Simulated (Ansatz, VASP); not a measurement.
Sb: VASP beside Ansatz

```
Sb
1.0
     3.28640    0.00000    0.00000
     0.00000    3.28640    0.00000
     0.00000    0.00000    3.16000
Sb
1
Direct
  0.00000 0.00000 0.00000
```

Change from the starting cell: strain +0.040 along x and y, +0.000 along z, atoms carried along.

Alike in both runs: task single point; functional PBEsol; k mesh 16 × 16 × 16; occupations gaussian, width 0.15 eV; no spin polarisation.

```csv
,VASP,Ansatz
version,VASP 6.6.1,Ansatz 0.2.0
potentials or method,"VASP PAW PBE potentials, release 64 (Sb), cutoff 520 eV","scalar-relativistic, plane waves, PAW"
valence electrons in the cell,5,15
```

```csv
,VASP,Ansatz,Ansatz less VASP
gap on the k mesh at the Fermi level (eV),none,none,-
pressure (GPa),-7.3,-7.2,0.00
"traceless stress, the component that is largest in VASP (GPa)",1.27,1.26,-0.013
```

VASP's potentials were made for PBE, not for PBEsol. A gap of «none» marks a metal or a gap that the smearing closes. With one functional, cell and mesh, what is left measures potentials, basis and numerics. VASP's potentials hold 5 valence electrons a cell and Ansatz's 15, so a difference there can come from the potentials and not from the codes.

Spin-orbit coupling is off throughout.
